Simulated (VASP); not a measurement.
# CuO in VASP: a series of runs

Aim: see how the results for CuO move with the level of theory and the settings. Levels: RPBE, PBE, BLYP. Tasks: single point.

Program: VASP 6.6.1. These are calculated values, not measurements. Logs are shortened: lines on timing, memory, paths and dates and some standing lists are left out, and cuts for length are marked.

**1. The cell of the first run**

It takes space group Fm-3m (No. 225, cubic). The conventional cell has a = 4.233 Å, b = 4.233 Å, c = 4.233 Å, α = 90.00°, β = 90.00°, γ = 90.00°. Within 2.8 Å of Cu (site symmetry m-3m) lie 6 O at 2.12 Å. Within 2.8 Å of O (site symmetry m-3m) lie 6 Cu at 2.12 Å.

**2. Single point, RPBE, collinear spin, ferromagnetic start**

INCAR reads:

```
SYSTEM = CuO
ALGO = Normal
EDIFF = 1E-6
ENCUT = 600
GGA = RP
GGA_COMPAT = .False.
ISIF = 2
ISMEAR = 0
ISPIN = 2
LASPH = .True.
LCHARG = .False.
LMAXMIX = 4
LORBIT = 11
LREAL = .False.
LWAVE = .False.
MAGMOM = 0.46 0.25
NBANDS = 20
NELM = 200
PREC = Accurate
SIGMA = 0.1
```

KPOINTS reads:

```
k-points
0
Gamma
  2 2 2
  0 0 0
```

POSCAR reads:

```
CuO
1.0
    0.0000000000      2.1165600000      2.1165600000
    2.1165600000      0.0000000000      2.1165600000
    2.1165600000      2.1165600000      0.0000000000
Cu O
1 1
Direct
    0.0000000000      0.0000000000      0.0000000000
    0.5000000000      0.5000000000      0.5000000000
```

Potentials or basis: VASP PAW PBE potentials, release 64 (Cu, O).

Run with:

```sh
$ cat potpaw_PBE.64/Cu/POTCAR potpaw_PBE.64/O/POTCAR > POTCAR
$ mpirun -np 1 vasp_std > vasp.out
```

OUTCAR:

```text
SYSTEM = CuO
   EDIFF = 1E-6
   ENCUT = 600
   GGA = RP
   ISIF = 2
   ISMEAR = 0
   ISPIN = 2
   LASPH = .True.
   LORBIT = 11
   LREAL = .False.
   NELM = 200
   PREC = Accurate

 ion  position               nearest neighbor table
   1  0.000  0.000  0.000-   2 2.12   2 2.12   2 2.12   2 2.12   2 2.12   2 2.12
   2  0.500  0.500  0.500-   1 2.12   1 2.12   1 2.12   1 2.12   1 2.12   1 2.12

  LATTYP: Found a face centered cubic cell.
 ALAT       =     4.2331200000

  Lattice vectors:

 A1 = (   0.0000000000,   2.1165600000,   2.1165600000)
 A2 = (   2.1165600000,   0.0000000000,   2.1165600000)
 A3 = (   2.1165600000,   2.1165600000,   0.0000000000)

Analysis of symmetry for initial positions (statically):
=====================================================================
 Subroutine PRICEL returns:
 Original cell was already a primitive cell.

 Routine SETGRP: Setting up the symmetry group for a
 face centered cubic supercell.

 Subroutine GETGRP returns: Found 48 space group operations
 (whereof 48 operations were pure point group operations)
 out of a pool of 48 trial point group operations.

The static configuration has the point symmetry O_h .

Analysis of symmetry for dynamics (positions and initial velocities):
=====================================================================
 Subroutine PRICEL returns:
 Original cell was already a primitive cell.

 Routine SETGRP: Setting up the symmetry group for a
 face centered cubic supercell.

 Subroutine GETGRP returns: Found 48 space group operations
 (whereof 48 operations were pure point group operations)
 out of a pool of 48 trial point group operations.

The dynamic configuration has the point symmetry O_h .

Analysis of structural, dynamic, and magnetic symmetry:
=====================================================================
 Subroutine PRICEL returns:
 Original cell was already a primitive cell.

 Routine SETGRP: Setting up the symmetry group for a
 face centered cubic supercell.

 Subroutine GETGRP returns: Found 48 space group operations
 (whereof 48 operations were pure point group operations)
 out of a pool of 48 trial point group operations.

The overall configuration has the point symmetry O_h .

[... 92 lines left out ...]
   EFERMI_NEDOS =   21; number of points for ismear=-14 and -15
   IALGO  =     38    algorithm
   IMIX   =      4    mixing-type and parameters
     AMIX     =   0.40;   BMIX     =  1.00
     AMIX_MAG =   1.60;   BMIX_MAG =  1.00
  volume/ion in A,a.u.               =       9.48        63.99
  Fermi-wavevector in a.u.,A,eV,Ry     =   1.578522  2.982973 33.902055  2.491731
  Thomas-Fermi vector in A             =   2.679040
   LORBIT       =     11    0 simple, 1 ext, 2 COOP (PROOUT), +10 PAW based schemes
   GGA     = RP    functional components
   LHFCALC =     F    Hartree Fock is set to
   AEXX    =    0.0000 exact exchange contribution
   IVDW    =     0    specifies the selected vdW correction
   LEPSILON=     F    determine dielectric tensor
   LRPA    =     F    only Hartree local field effects (RPA)
 spin polarized calculation
 Gauss-broadening in eV      SIGMA  =   0.10
  energy-cutoff  :      600.00
  volume of cell :       18.96
 maximum number of plane-waves:       636
 NGX is ok and might be reduce to    24
   NGX = 11   NGY = 11   NGZ = 11

 number of electron      17.0000007 magnetization       0.9999971

 Free energy of the ion-electron system (eV)
  ---------------------------------------------------
  ext. energy  EPLUGINS =         0.00000000
  ---------------------------------------------------
  free energy    TOTEN  =        -8.23884662 eV

  energy without entropy =       -8.23884662  energy(sigma->0) =       -8.23884662

 E-fermi :   7.4433     XC(G=0): -12.1251

 val. band max:        6.9352409232   @ k =   0.5000   0.0000   0.0000
 cond. band min:       7.9560429683   @ k =   0.0000   0.0000   0.0000
 fundamental gap:      1.0208020451
 Fermi energy:         7.4433203612

 spin component 1

 k-point     1 :       0.0000    0.0000    0.0000
  band No.  band energies     occupation
      1     -13.2711      1.00000
      2       3.9312      1.00000
      3       3.9312      1.00000
      4       3.9597      1.00000
      5       3.9597      1.00000
      6       3.9597      1.00000
[... 45 lines left out ...]
      6       4.2148      1.00000
[... 12 lines left out ...]
     19      38.9410      0.00000
     20      43.0207      0.00000
 Fermi energy:         7.4433203612

 spin component 2

 k-point     1 :       0.0000    0.0000    0.0000
  band No.  band energies     occupation
      1     -12.6097      1.00000
      2       4.2897      1.00000
      3       4.2897      1.00000
      4       4.2897      1.00000
      5       4.7961      1.00000
      6       4.7961      1.00000
[... 58 lines left out ...]
     19      39.0433      0.00000
     20      43.0190      0.00000

------------------------ aborting loop because EDIFF is reached ----------------------------------------

  FORCE on cell =-STRESS in cart. coord.  units (eV):
  Direction    XX          YY          ZZ          XY          YZ          ZX
  --------------------------------------------------------------------------------------
  -------------------------------------------------------------------------------------
  Total        1.2434263      1.2434263      1.2434263      0.0000000      0.0000000     -0.0000000
  in kB      105.0531026    105.0531026    105.0531026      0.0000000      0.0000000     -0.0000000
  external PRESSURE =     105.0531026 kB  Pullay stress =       0.0000000 kB

 VOLUME and BASIS-vectors are now :
 -----------------------------------------------------------------------------
  energy-cutoff  :      600.00
  volume of cell :       18.96
      direct lattice vectors                 reciprocal lattice vectors
     0.000000000  2.116560000  2.116560000    -0.236232377  0.236232377  0.236232377
     2.116560000  0.000000000  2.116560000     0.236232377 -0.236232377  0.236232377
     2.116560000  2.116560000  0.000000000     0.236232377  0.236232377 -0.236232377

 POSITION                                       TOTAL-FORCE (eV/Angst)
 -----------------------------------------------------------------------------------
      0.00000      0.00000      0.00000        -0.000000     -0.000000     -0.000000
      2.11656      2.11656      2.11656         0.000000      0.000000      0.000000
 -----------------------------------------------------------------------------------
    total drift:                                0.000000     -0.000000     -0.000000

  FREE ENERGIE OF THE ION-ELECTRON SYSTEM (eV)
  ---------------------------------------------------
  free  energy   TOTEN  =        -8.2388466209 eV

  energy  without entropy=       -8.2388466209  energy(sigma->0) =       -8.23884662

 total charge

# of ion       s       p       d       tot
------------------------------------------
    1        0.238   0.316   9.212   9.766
    2        1.538   3.453   0.000   4.991
--------------------------------------------------
tot          1.777   3.768   9.212  14.757

 magnetization (x)

# of ion       s       p       d       tot
------------------------------------------
    1       -0.010  -0.014   0.558   0.534
    2        0.009   0.439   0.000   0.448
--------------------------------------------------
tot         -0.001   0.425   0.558   0.982
```

stdout:

```text
POSCAR found type information on POSCAR CuO
 POSCAR found :  2 types and       2 ions
 scaLAPACK will be used
 -----------------------------------------------------------------------------
|                                                                             |
|                                                                             |
|     You enforced a specific xc type in the INCAR file but a different       |
|     I HOPE YOU KNOW WHAT YOU ARE DOING!                                     |
|                                                                             |
 -----------------------------------------------------------------------------

 LDA part: xc-table for (Slater+PW92), standard interpolation
 POSCAR, INCAR and KPOINTS ok, starting setup
 FFT: planning ... GRIDC
 FFT: planning ... GRID_SOFT
 FFT: planning ... GRID
 WAVECAR not read
 entering main loop
```

Wall time 22 s (1 thread of Intel Xeon 8259CL, shared host); peak memory 0.11 GiB.

What came out:

```yaml
Free_energy: -8.2388 eV
Pressure: 10.5 GPa
Band_gap_on_the_k_mesh: zero (filled and empty bands overlap)
Net_moment: 1.00 μB per cell
Site_moments: Cu +0.53; O +0.45 μB
Valence_electrons_inside_the_program's_atomic_spheres: Cu 9.77; O 4.99
```

Levels at points of the mesh, in eV from the Fermi level:
Spin up:
```tsv
k point	band 6	band 7	band 8	band 9	band 10	band 11	band 12	band 13
(0.00, 0.00, 0.00)	-3.48	-3.46	-3.46	-3.46	0.51	17.41	17.77	17.77
(0.50, 0.00, 0.00)	-2.90	-2.45	-0.51	-0.51	4.88	8.68	12.90	12.90
(0.50, 0.50, 0.00)	-3.23	-2.80	-2.69	-2.69	4.76	9.72	11.22	15.33
```
Spin down:
```tsv
k point	band 7	band 8	band 9	band 10	band 11	band 12
(0.00, 0.00, 0.00)	-2.65	-2.53	-2.53	0.73	17.23	17.78
(0.50, 0.00, 0.00)	-2.03	0.55	0.55	4.90	9.22	12.85
(0.50, 0.50, 0.00)	-2.31	-2.21	-1.75	4.78	10.16	11.22
```

Caveat: the k points lie up to 1.29 Å⁻¹ apart, too coarse for converged energies and pressures of a metal; the PAW data sets were made with another functional, which shifts forces and pressure a little; a cell with one magnetic atom can't hold antiferromagnetic order, which such compounds often take; semilocal functionals often make such compounds metallic where correlation or magnetic order opens a gap, which also shifts bond lengths.

**3. Single point, PBE, collinear spin, ferromagnetic start**

INCAR reads:

```
SYSTEM = CuO
PREC = Accurate ; ENCUT = 600
EDIFF = 1E-6 ; ISMEAR = 0
SIGMA = 0.1 ; LREAL = .FALSE.
LASPH = .TRUE. ; NELM = 200
ALGO = Normal ; ISIF = 2
LWAVE = .FALSE. ; LCHARG = .FALSE.
ISPIN = 2 ; MAGMOM = 0.46 0.25
LORBIT = 11 ; LMAXMIX = 4
GGA = PE ; NBANDS = 20
GGA_COMPAT = .FALSE.
```

KPOINTS reads:

```
regular mesh
0
G
  2 2 2
  0 0 0
```

POSCAR is that of step 2.

Potentials or basis: VASP PAW PBE potentials, release 64 (Cu, O).

Run with:

```sh
$ cat potpaw_PBE.64/Cu/POTCAR potpaw_PBE.64/O/POTCAR > POTCAR
$ mpirun -np 1 vasp_std > vasp.out
```

OUTCAR:

```text
SYSTEM = CuO
   PREC = Accurate
   ENCUT = 600
   EDIFF = 1E-6
   ISMEAR = 0
   LREAL = .FALSE.
   LASPH = .TRUE.
   NELM = 200
   ISIF = 2
   ISPIN = 2
   LORBIT = 11
   GGA = PE

 ion  position               nearest neighbor table
   1  0.000  0.000  0.000-   2 2.12   2 2.12   2 2.12   2 2.12   2 2.12   2 2.12
   2  0.500  0.500  0.500-   1 2.12   1 2.12   1 2.12   1 2.12   1 2.12   1 2.12

  LATTYP: Found a face centered cubic cell.
 ALAT       =     4.2331200000

  Lattice vectors:

 A1 = (   0.0000000000,   2.1165600000,   2.1165600000)
 A2 = (   2.1165600000,   0.0000000000,   2.1165600000)
 A3 = (   2.1165600000,   2.1165600000,   0.0000000000)

Analysis of symmetry for initial positions (statically):
=====================================================================
 Subroutine PRICEL returns:
 Original cell was already a primitive cell.

 Routine SETGRP: Setting up the symmetry group for a
 face centered cubic supercell.

 Subroutine GETGRP returns: Found 48 space group operations
 (whereof 48 operations were pure point group operations)
[... 304 lines left out ...]
     19      38.8666      0.00000
     20      42.7512      0.00000

------------------------ aborting loop because EDIFF is reached ----------------------------------------

  FORCE on cell =-STRESS in cart. coord.  units (eV):
  Direction    XX          YY          ZZ          XY          YZ          ZX
  --------------------------------------------------------------------------------------
  -------------------------------------------------------------------------------------
  Total        0.5230380      0.5230380      0.5230380     -0.0000000      0.0000000      0.0000000
  in kB       44.1898005     44.1898005     44.1898005     -0.0000000      0.0000000      0.0000000
  external PRESSURE =      44.1898005 kB  Pullay stress =       0.0000000 kB

 VOLUME and BASIS-vectors are now :
 -----------------------------------------------------------------------------
  energy-cutoff  :      600.00
  volume of cell :       18.96
      direct lattice vectors                 reciprocal lattice vectors
     0.000000000  2.116560000  2.116560000    -0.236232377  0.236232377  0.236232377
     2.116560000  0.000000000  2.116560000     0.236232377 -0.236232377  0.236232377
     2.116560000  2.116560000  0.000000000     0.236232377  0.236232377 -0.236232377

 POSITION                                       TOTAL-FORCE (eV/Angst)
 -----------------------------------------------------------------------------------
      0.00000      0.00000      0.00000        -0.000000     -0.000000     -0.000000
      2.11656      2.11656      2.11656         0.000000      0.000000      0.000000
 -----------------------------------------------------------------------------------
    total drift:                                0.000000     -0.000000     -0.000000

  FREE ENERGIE OF THE ION-ELECTRON SYSTEM (eV)
  ---------------------------------------------------
  free  energy   TOTEN  =        -9.1128919314 eV

  energy  without entropy=       -9.1128919314  energy(sigma->0) =       -9.11289193

 total charge

# of ion       s       p       d       tot
------------------------------------------
    1        0.242   0.321   9.214   9.778
    2        1.532   3.443   0.000   4.975
--------------------------------------------------
tot          1.775   3.764   9.214  14.753

 magnetization (x)

# of ion       s       p       d       tot
------------------------------------------
    1       -0.009  -0.013   0.554   0.532
    2        0.008   0.438   0.000   0.446
--------------------------------------------------
tot         -0.001   0.425   0.554   0.979
```

OSZICAR:

```text
N       E                     dE             d eps       ncg     rms          rms(c)
DAV:   1     0.109508710463E+03    0.10951E+03   -0.88615E+03   288   0.154E+03
DAV:   2    -0.402213501825E+01   -0.11353E+03   -0.98250E+02   244   0.293E+02
DAV:   3    -0.119219669494E+02   -0.78998E+01   -0.70718E+01   268   0.680E+01
DAV:   4    -0.120211147770E+02   -0.99148E-01   -0.98871E-01   264   0.774E+00
DAV:   5    -0.120218939787E+02   -0.77920E-03   -0.77918E-03   304   0.670E-01    0.122E+01
DAV:   6    -0.106270570549E+02    0.13948E+01   -0.21135E+01   288   0.771E+01    0.106E+01
DAV:   7    -0.910937758987E+01    0.15177E+01   -0.42987E+00   280   0.451E+01    0.239E+00
DAV:   8    -0.912275993437E+01   -0.13382E-01   -0.16127E-01   288   0.476E+00    0.964E-01
DAV:   9    -0.911182625729E+01    0.10934E-01   -0.22659E-02   328   0.187E+00    0.404E-01
DAV:  10    -0.911230188564E+01   -0.47563E-03   -0.35875E-03   284   0.844E-01    0.220E-01
DAV:  11    -0.911282778055E+01   -0.52589E-03   -0.89089E-04   308   0.480E-01    0.728E-02
DAV:  12    -0.911287295701E+01   -0.45176E-04   -0.51290E-05   296   0.101E-01    0.243E-02
DAV:  13    -0.911289668089E+01   -0.23724E-04   -0.40426E-05   240   0.687E-02    0.156E-02
DAV:  14    -0.911289187034E+01    0.48105E-05   -0.83688E-06   304   0.356E-02    0.287E-03
DAV:  15    -0.911289193142E+01   -0.61073E-07   -0.19219E-07   172   0.484E-03
   1 F= -.91128919E+01 E0= -.91128919E+01  d E =-.179981E-10  mag=     1.0000
```

It took 17 s on 1 thread of Intel Xeon 8259CL, shared host; peak memory 0.11 GiB.

Results:

```yaml
Free_energy: -9.1129 eV
Pressure: 4.4 GPa
Band_gap_on_the_k_mesh: zero (filled and empty bands overlap)
Net_moment: 1.00 μB per cell
Site_moments: Cu +0.53; O +0.45 μB
Valence_electrons_inside_the_program's_atomic_spheres: Cu 9.78; O 4.97
```

Caveat: the k points lie up to 1.29 Å⁻¹ apart, too coarse for converged energies and pressures of a metal; a cell with one magnetic atom can't hold antiferromagnetic order, which such compounds often take; semilocal functionals often make such compounds metallic where correlation or magnetic order opens a gap, which also shifts bond lengths.

(Part 1 of 2 ends here.)

The gap in the log of VASP goes by the Fermi energy; the results here count the filled bands.